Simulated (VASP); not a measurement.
Write the native input for VASP 6.6.1 that does the following.

* Task: single point
* Functional: LDA
* Potentials or basis: VASP PAW LDA potentials, release 64 (Li_sv, Ca_sv, F)
* Cutoff: 520 eV
* k mesh: 6 × 6 × 6
* Occupations: gaussian, width 0.05 eV
* Spin: no spin polarisation
* Dipole correction: no
* Further INCAR settings: ALGO = Normal; EDIFF = 1e-06; NBANDS = 25

The structure of LiCaF3 lies in POSCAR:

```
LiCaF3
1.0
    3.7612440000      0.0000000000      0.0000000000
    0.0000000000      3.7612440000      0.0000000000
    0.0000000000      0.0000000000      3.5355693600
Li Ca F
1 1 3
Direct
    0.5000000000      0.5000000000      0.5000000000
    0.0000000000      0.0000000000      0.0000000000
    0.0000000000      0.5000000000      0.5000000000
    0.5000000000      0.5000000000      0.0000000000
    0.5000000000      0.0000000000      0.5000000000
```

This cell differs from its parent crystal: strain -0.0600 x Voigt [0, 0, 1, 0, 0, 0].

The input as run:

INCAR

```
PREC = Accurate ; ENCUT = 520
EDIFF = 1E-6 ; ISMEAR = 0
SIGMA = 0.05 ; LREAL = F
LASPH = T ; NELM = 60
ALGO = Normal ; ISIF = 2
LWAVE = F ; LCHARG = F
GGA = CA ; NBANDS = 25
```

KPOINTS

```
regular mesh
0
Gamma
  6 6 6
```

Potentials or basis: VASP PAW LDA potentials, release 64 (Li_sv, Ca_sv, F).

Command:

```sh
$ cat potpaw_LDA.64/Li_sv/POTCAR potpaw_LDA.64/Ca_sv/POTCAR potpaw_LDA.64/F/POTCAR > POTCAR
$ mpirun -np 1 vasp_std > vasp.out
```

Results of the run:

```yaml
Band_gap_on_the_k_mesh: 6.01 eV, indirect (least direct gap 6.19 eV)
```

Caveat: the cell differs from its parent crystal (strain -0.0600 x Voigt [0, 0, 1, 0, 0, 0]).

It took 31 s on 1 thread of AMD EPYC 7R13 Processor (Zen 3), with other jobs on the host, peak memory 0.14 GiB.
